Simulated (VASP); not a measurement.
# CdTe (Fm-3m) in VASP: a series of runs

Runs on CdTe. Level: PBEsol. Tasks: single point.

Everything below comes from runs of VASP 6.6.1. Logs are shortened: lines on timing, memory, paths and dates and some standing lists are left out, and cuts for length are marked.

### Step 1. The cell of the first run

Symmetry: Fm-3m, No. 225, cubic system. Conventional cell: a = 5.956 Å, b = 5.956 Å, c = 5.956 Å, α = 90.00°, β = 90.00°, γ = 90.00°. Cd (site symmetry m-3m) has 6 Te at 2.98 Å within 3.9 Å. Te (site symmetry m-3m) has 6 Cd at 2.98 Å within 3.9 Å.

### Step 2. Single point, PBEsol (volume scaled by 0.980)

Contents of INCAR:

```
PREC = Accurate ; ENCUT = 520
EDIFF = 1E-6 ; ISMEAR = 0
SIGMA = 0.05 ; LREAL = False
LASPH = True ; NELM = 60
ALGO = Normal ; ISIF = 2
LWAVE = False ; LCHARG = False
GGA = PS ; NBANDS = 16
```

Contents of KPOINTS:

```
regular mesh
0
Gamma
  8 8 8
```

Contents of POSCAR:

```
CdTe
1.0
    0.0000000000      2.9778835852      2.9778835852
    2.9778835852      0.0000000000      2.9778835852
    2.9778835852      2.9778835852      0.0000000000
Cd Te
1 1
Direct
    0.5000000000      0.5000000000      0.5000000000
    0.0000000000      0.0000000000      0.0000000000
```

Potentials or basis: VASP PAW PBE potentials, release 64 (Cd, Te).

Started as:

```
$ cat potpaw_PBE.64/Cd/POTCAR potpaw_PBE.64/Te/POTCAR > POTCAR
$ mpirun -np 1 vasp_std > vasp.out
```

OUTCAR:

```text
PREC = Accurate
   ENCUT = 520
   EDIFF = 1E-6
   ISMEAR = 0
   LREAL = False
   LASPH = True
   NELM = 60
   ISIF = 2
   GGA = PS

 ion  position               nearest neighbor table
   1  0.500  0.500  0.500-   2 2.98   2 2.98   2 2.98   2 2.98   2 2.98   2 2.98
   2  0.000  0.000  0.000-   1 2.98   1 2.98   1 2.98   1 2.98   1 2.98   1 2.98

  LATTYP: Found a face centered cubic cell.
 ALAT       =     5.9557671704

  Lattice vectors:

 A1 = (   0.0000000000,   2.9778835852,   2.9778835852)
 A2 = (   2.9778835852,   0.0000000000,   2.9778835852)
 A3 = (   2.9778835852,   2.9778835852,   0.0000000000)

Analysis of symmetry for initial positions (statically):
=====================================================================
 Subroutine PRICEL returns:
 Original cell was already a primitive cell.

 Routine SETGRP: Setting up the symmetry group for a
 face centered cubic supercell.

 Subroutine GETGRP returns: Found 48 space group operations
 (whereof 48 operations were pure point group operations)
 out of a pool of 48 trial point group operations.

The static configuration has the point symmetry O_h .

Analysis of symmetry for dynamics (positions and initial velocities):
=====================================================================
 Subroutine PRICEL returns:
 Original cell was already a primitive cell.

 Routine SETGRP: Setting up the symmetry group for a
 face centered cubic supercell.

 Subroutine GETGRP returns: Found 48 space group operations
 (whereof 48 operations were pure point group operations)
 out of a pool of 48 trial point group operations.

The dynamic configuration has the point symmetry O_h .

 Subroutine INISYM returns: Found 48 space group operations
 (whereof 48 operations are pure point group operations),
 and found     1 'primitive' translations

----------------------------------------------------------------------------------------

                                     Primitive cell

  volume of cell :      52.8145

  direct lattice vectors                    reciprocal lattice vectors
     0.000000000  2.977883585  2.977883585    -0.167904482  0.167904482  0.167904482
     2.977883585  0.000000000  2.977883585     0.167904482 -0.167904482  0.167904482
     2.977883585  2.977883585  0.000000000     0.167904482  0.167904482 -0.167904482

  length of vectors
     4.211363353  4.211363353  4.211363353     0.290819093  0.290819093  0.290819093

  position of ions in fractional coordinates (direct lattice)
     0.500000000  0.500000000  0.500000000
     0.000000000  0.000000000  0.000000000

  ion indices of the primitive-cell ions
   primitive index   ion index
                 1           1
                 2           2

----------------------------------------------------------------------------------------

 KPOINTS: regular mesh

Automatic generation of k-mesh.
 Grid dimensions read from file:
 generate k-points for:    8    8    8

 Generating k-lattice:

  Cartesian coordinates                     Fractional coordinates (reciprocal lattice)
    -0.020988060  0.020988060  0.020988060     0.125000000  0.000000000  0.000000000
     0.020988060 -0.020988060  0.020988060     0.000000000  0.125000000  0.000000000
     0.020988060  0.020988060 -0.020988060     0.000000000  0.000000000  0.125000000

  Length of vectors
     0.036352387  0.036352387  0.036352387

  Shift w.r.t. Gamma in fractional coordinates (k-lattice)
     0.000000000  0.000000000  0.000000000

 Subroutine IBZKPT returns following result:
 ===========================================

 Found     29 irreducible k-points:

 Following reciprocal coordinates:
            Coordinates               Weight
  0.000000  0.000000  0.000000      1.000000
  0.125000  0.000000  0.000000      8.000000
  0.250000  0.000000  0.000000      8.000000
  0.375000  0.000000  0.000000      8.000000
  0.500000  0.000000  0.000000      4.000000
  0.125000  0.125000  0.000000      6.000000
[... 16 lines left out ...]
  0.500000  0.250000  0.125000     48.000000
 -0.375000  0.250000  0.125000     24.000000
 [... further k-points ...]
   k-points           NKPTS =     29   k-points in BZ     NKDIM =     29   number of bands    NBANDS=     16
   number of dos      NEDOS =    301   number of ions     NIONS =      2
   total plane-waves  NPLWV =  32768
   dimension x,y,z NGX =    32 NGY =   32 NGZ =   32
   dimension x,y,z NGXF=    64 NGYF=   64 NGZF=   64
   ions per type =               1   1
   NGX,Y,Z   is equivalent  to a cutoff of  12.63, 12.63, 12.63 a.u.
   NGXF,Y,Z  is equivalent  to a cutoff of  25.26, 25.26, 25.26 a.u.
 SYSTEM =  unknown system
   PREC   = accura    normal or accurate (medium, high low for compatibility)
   ISTART =      0    job   : 0-new  1-cont  2-samecut
   ICHARG =      2    charge: 1-file 2-atom 10-const
   ISPIN  =      1    spin polarized calculation?
   LNONCOLLINEAR =      F non collinear calculations
   LSORBIT =      F    spin-orbit coupling
[... 107 lines left out ...]
  band No.  band energies     occupation
      1      -6.2604      2.00000
      2      -4.0323      2.00000
      3      -4.0323      2.00000
      4      -3.9246      2.00000
      5      -3.6857      2.00000
      6      -3.6857      2.00000
[... 8 lines left out ...]
     15      15.8766      0.00000
     16      15.8766      0.00000

 k-point     6 :       0.1250    0.1250    0.0000
  band No.  band energies     occupation
      1      -7.3624      2.00000
      2      -3.9013      2.00000
      3      -3.8309      2.00000
      4      -3.8054      2.00000
      5      -3.7765      2.00000
      6      -3.7765      2.00000
[... 8 lines left out ...]
     15      13.5503      0.00000
     16      13.5503      0.00000

 k-point     7 :       0.2500    0.1250    0.0000
  band No.  band energies     occupation
      1      -7.0754      2.00000
      2      -3.9447      2.00000
      3      -3.8618      2.00000
      4      -3.8198      2.00000
      5      -3.7517      2.00000
      6      -3.7394      2.00000
[... 8 lines left out ...]
     15      13.7234      0.00000
     16      14.0177      0.00000

 k-point     8 :       0.3750    0.1250    0.0000
  band No.  band energies     occupation
      1      -6.6455      2.00000
      2      -3.9565      2.00000
      3      -3.9335      2.00000
      4      -3.8442      2.00000
      5      -3.7117      2.00000
      6      -3.6969      2.00000
[... 8 lines left out ...]
     15      14.7253      0.00000
     16      15.2063      0.00000

 k-point     9 :       0.5000    0.1250    0.0000
  band No.  band energies     occupation
      1      -6.3174      2.00000
      2      -3.9967      2.00000
      3      -3.9159      2.00000
      4      -3.8887      2.00000
      5      -3.6803      2.00000
      6      -3.6735      2.00000
[... 8 lines left out ...]
     15      15.9499      0.00000
     16      16.0000      0.00000
[... 172 lines left out ...]
 k-point    19 :       0.5000    0.3750    0.0000
  band No.  band energies     occupation
      1      -6.5236      2.00000
      2      -3.8674      2.00000
      3      -3.8142      2.00000
      4      -3.6676      2.00000
      5      -3.6471      2.00000
      6      -3.0790      2.00000
[... 8 lines left out ...]
     15      16.7852      0.00000
     16      17.7693      0.00000

 k-point    20 :      -0.3750    0.3750    0.0000
  band No.  band energies     occupation
      1      -6.4090      2.00000
      2      -3.8898      2.00000
      3      -3.8505      2.00000
      4      -3.7115      2.00000
      5      -3.6566      2.00000
      6      -3.1136      2.00000
[... 8 lines left out ...]
     15      15.1905      0.00000
     16      17.5659      0.00000

 k-point    21 :       0.5000    0.5000    0.0000
  band No.  band energies     occupation
      1      -6.5568      2.00000
      2      -3.8805      2.00000
      3      -3.7763      2.00000
      4      -3.6357      2.00000
      5      -3.6357      2.00000
      6      -2.8538      2.00000
[... 8 lines left out ...]
     15      17.2906      0.00000
     16      17.8818      0.00000

 k-point    22 :       0.3750    0.2500    0.1250
  band No.  band energies     occupation
      1      -6.7895      2.00000
      2      -3.9341      2.00000
      3      -3.8826      2.00000
      4      -3.8268      2.00000
      5      -3.7261      2.00000
      6      -3.6887      2.00000
[... 8 lines left out ...]
     15      14.8452      0.00000
     16      15.6873      0.00000

 k-point    23 :       0.5000    0.2500    0.1250
  band No.  band energies     occupation
      1      -6.4708      2.00000
      2      -3.9559      2.00000
      3      -3.8568      2.00000
      4      -3.8198      2.00000
      5      -3.6908      2.00000
      6      -3.6023      2.00000
[... 8 lines left out ...]
     15      15.1815      0.00000
     16      16.0968      0.00000

 k-point    24 :      -0.3750    0.2500    0.1250
  band No.  band energies     occupation
      1      -6.3282      2.00000
      2      -3.9809      2.00000
      3      -3.8420      2.00000
      4      -3.8008      2.00000
      5      -3.6729      2.00000
      6      -3.5265      2.00000
[... 8 lines left out ...]
     15      14.0371      0.00000
     16      16.8664      0.00000

 [... further k-points ...]
[... 5 lines left out ...]
  --------------------------------------------------------------------------------------
  -------------------------------------------------------------------------------------
  Total        0.4863791      0.4863791      0.4863791      0.0000000      0.0000000      0.0000000
  in kB       14.7547669     14.7547669     14.7547669      0.0000000      0.0000000      0.0000000
  external PRESSURE =      14.7547669 kB  Pullay stress =       0.0000000 kB

 VOLUME and BASIS-vectors are now :
 -----------------------------------------------------------------------------
  energy-cutoff  :      520.00
  volume of cell :       52.81
      direct lattice vectors                 reciprocal lattice vectors
     0.000000000  2.977883585  2.977883585    -0.167904482  0.167904482  0.167904482
     2.977883585  0.000000000  2.977883585     0.167904482 -0.167904482  0.167904482
     2.977883585  2.977883585  0.000000000     0.167904482  0.167904482 -0.167904482

 POSITION                                       TOTAL-FORCE (eV/Angst)
 -----------------------------------------------------------------------------------
      2.97788      2.97788      2.97788        -0.000000     -0.000000     -0.000000
      0.00000      0.00000      0.00000         0.000000      0.000000      0.000000
 -----------------------------------------------------------------------------------
    total drift:                               -0.000000     -0.000000      0.000000

  FREE ENERGIE OF THE ION-ELECTRON SYSTEM (eV)
  ---------------------------------------------------
  free  energy   TOTEN  =        -5.2488775698 eV

  energy  without entropy=       -5.2479982179  energy(sigma->0) =       -5.24843789
```

It took 9.2 s on 1 thread of Intel Xeon 6975P-C (Granite Rapids), shared host; peak memory 0.18 GiB.

Results:

```yaml
Free_energy: -5.2489 eV
Pressure: 1.5 GPa
Band_gap_on_the_k_mesh: zero (band 9 reaches 4.66 eV, above the bottom of band 10 at 3.19 eV)
```

Caveat: the cell differs from its parent crystal (volume scaled by 0.980); the PAW data sets were made with another functional, which shifts forces and pressure a little; spin-orbit coupling is left out, which moves the levels of the heavy elements.

### Step 3. Single point, PBEsol (volume scaled by 0.960)

Contents of INCAR:

```
PREC = Accurate
ENCUT = 520
EDIFF = 1E-7
ISMEAR = 0
SIGMA = 0.05
LREAL = False
LASPH = True
NELM = 100
ALGO = Normal
ISIF = 2
LWAVE = False
LCHARG = False
GGA = PS
NBANDS = 16
```

KPOINTS is that of step 2.

Contents of POSCAR:

```
CdTe
1.0
    0.0000000000      2.9574864821      2.9574864821
    2.9574864821      0.0000000000      2.9574864821
    2.9574864821      2.9574864821      0.0000000000
Cd Te
1 1
Direct
    0.5000000000      0.5000000000      0.5000000000
    0.0000000000      0.0000000000      0.0000000000
```

Potentials or basis: VASP PAW PBE potentials, release 64 (Cd, Te).

Started as:

```
$ cat potpaw_PBE.64/Cd/POTCAR potpaw_PBE.64/Te/POTCAR > POTCAR
$ mpirun -np 1 vasp_std > vasp.out
```

Wall time 9.6 s (1 thread of Intel Xeon 6975P-C (Granite Rapids), shared host); peak memory 0.18 GiB.

Results (log left out):

```
Free energy            : -5.2344 eV
Pressure               : 2.8 GPa
Band gap on the k mesh : zero (band 9 reaches 4.90 eV, above the bottom of band 10 at 3.40 eV)
```

Levels at points of the mesh, in eV from the Fermi level:
```tsv
k point	band 6	band 7	band 8	band 9	band 10	band 11	band 12	band 13
(0.00, 0.00, 0.00)	-8.38	-0.52	-0.52	-0.52	0.77	7.14	7.14	7.14
(0.50, 0.00, 0.00)	-8.27	-5.67	0.04	0.04	2.63	3.91	3.91	5.26
(0.50, 0.50, 0.00)	-7.39	-4.70	-2.39	-2.39	-1.36	4.04	9.75	9.75
```

Caveat: the cell differs from its parent crystal (volume scaled by 0.960); the PAW data sets were made with another functional, which shifts forces and pressure a little; spin-orbit coupling is left out, which moves the levels of the heavy elements.

### Step 4. Single point, PBEsol

This run uses another cell than the first one, of 26.82 Å³/atom, 1.015 times its volume.

Contents of INCAR:

```
PREC     = Accurate       # precision mode
ENCUT    = 520            # plane-wave cutoff, eV
EDIFF    = 1E-6           # SCF threshold, eV
ISMEAR   = 0              # smearing method
SIGMA    = 0.05           # smearing width, eV
LREAL    = F              # projectors in reciprocal space
LASPH    = T              # aspherical terms in the spheres
NELM     = 80             # most SCF steps
ALGO     = Normal         # electronic algorithm
ISIF     = 2              # what is computed and relaxed
LWAVE    = F              # write WAVECAR
LCHARG   = F              # write CHGCAR
GGA      = PS             # functional
NBANDS   = 16             # bands
```

KPOINTS is that of step 3.

Contents of POSCAR:

```
CdTe
1.0
    0.0000000000      2.9931667612      2.9931667612
    2.9931667612      0.0000000000      2.9931667612
    2.9931667612      2.9931667612      0.0000000000
Cd Te
1 1
Direct
    0.5000000000      0.5000000000      0.5000000000
    0.0000000000      0.0000000000      0.0000000000
```

Started as:

```
$ cat potpaw_PBE.64/Cd/POTCAR potpaw_PBE.64/Te/POTCAR > POTCAR
$ mpirun -np 1 vasp_std > vasp.out
```

Run time: 9 s. Hardware: 1 thread of Intel Xeon 6975P-C (Granite Rapids), shared host; peak memory 0.18 GiB.

It converged, with:

```
Free energy            : -5.2540 eV
Pressure               : 0.5 GPa
Band gap on the k mesh : zero (band 9 reaches 4.49 eV, above the bottom of band 10 at 3.03 eV)
```

Levels at points of the mesh, in eV from the Fermi level:
| k point | band 6 | band 7 | band 8 | band 9 | band 10 | band 11 | band 12 | band 13 |
| --- | --- | --- | --- | --- | --- | --- | --- | --- |
| (0.00, 0.00, 0.00) | -8.28 | -0.48 | -0.48 | -0.48 | 0.58 | 7.14 | 7.14 | 7.14 |
| (0.50, 0.00, 0.00) | -8.18 | -5.46 | 0.03 | 0.03 | 2.65 | 3.95 | 3.95 | 5.07 |
| (0.50, 0.50, 0.00) | -7.38 | -4.45 | -2.25 | -2.25 | -1.33 | 4.12 | 9.53 | 9.53 |

Caveat: the PAW data sets were made with another functional, which shifts forces and pressure a little; spin-orbit coupling is left out, which moves the levels of the heavy elements.

### Step 5. Single point, PBEsol (volume scaled by 1.020)

Contents of INCAR:

```
SYSTEM = CdTe
PREC     = Accurate       ! precision mode
ENCUT    = 520            ! plane-wave cutoff, eV
EDIFF    = 1E-6           ! SCF threshold, eV
ISMEAR   = 0              ! smearing method
SIGMA    = 0.05           ! smearing width, eV
LREAL    = .FALSE.        ! projectors in reciprocal space
LASPH    = .TRUE.         ! aspherical terms in the spheres
NELM     = 80             ! most SCF steps
ALGO     = Normal         ! electronic algorithm
ISIF     = 2              ! what is computed and relaxed
LWAVE    = .FALSE.        ! write WAVECAR
LCHARG   = .FALSE.        ! write CHGCAR
GGA      = PS             ! functional
NBANDS   = 16             ! bands
```

Contents of KPOINTS:

```
Automatic mesh
0
G
  8 8 8
  0 0 0
```

Contents of POSCAR:

```
CdTe
1.0
    0.0000000000      3.0178599472      3.0178599472
    3.0178599472      0.0000000000      3.0178599472
    3.0178599472      3.0178599472      0.0000000000
Cd Te
1 1
Direct
    0.5000000000      0.5000000000      0.5000000000
    0.0000000000      0.0000000000      0.0000000000
```

Started as:

```
$ cat potpaw_PBE.64/Cd/POTCAR potpaw_PBE.64/Te/POTCAR > POTCAR
$ mpirun -np 1 vasp_std > vasp.out
```

It took 9.8 s on 1 thread of Intel Xeon 6975P-C (Granite Rapids), shared host; peak memory 0.18 GiB.

Results (log left out):

```yaml
Free_energy: -5.2526 eV
Pressure: -0.8 GPa
Band_gap_on_the_k_mesh: zero (band 9 reaches 4.22 eV, above the bottom of band 10 at 2.79 eV)
```

Levels at points of the mesh, in eV from the Fermi level:
| k point | band 6 | band 7 | band 8 | band 9 | band 10 | band 11 | band 12 | band 13 |
| --- | --- | --- | --- | --- | --- | --- | --- | --- |
| (0.00, 0.00, 0.00) | -8.21 | -0.45 | -0.45 | -0.45 | 0.46 | 7.13 | 7.13 | 7.13 |
| (0.50, 0.00, 0.00) | -8.12 | -5.32 | 0.03 | 0.03 | 2.67 | 3.97 | 3.97 | 4.94 |
| (0.50, 0.50, 0.00) | -7.37 | -4.29 | -2.15 | -2.15 | -1.30 | 4.17 | 9.38 | 9.38 |

Caveat: the cell differs from its parent crystal (volume scaled by 1.020); the PAW data sets were made with another functional, which shifts forces and pressure a little; spin-orbit coupling is left out, which moves the levels of the heavy elements.

### Step 6. Overview

```csv
cell,gap on the mesh (eV),pressure (GPa)
"a = 4.211 Å, angles 60.0°, 2 atoms",none,1.5
"a = 4.183 Å, angles 60.0°, 2 atoms",none,2.8
"a = 4.233 Å, angles 60.0°, 2 atoms",none,0.5
"a = 4.268 Å, angles 60.0°, 2 atoms",none,-0.8
```

Alike in all rows: task single point; level PBEsol; potentials or basis VASP PAW PBE potentials, release 64 (Cd, Te); no spin polarisation; k mesh 8 × 8 × 8; cutoff (eV) 520; smearing gaussian 0.05 eV.

Caveats: the PAW data sets were made with another functional, which shifts forces and pressure a little; spin-orbit coupling is left out, which moves the levels of the heavy elements.

Absolute energies hang on the potentials; compare differences alone.
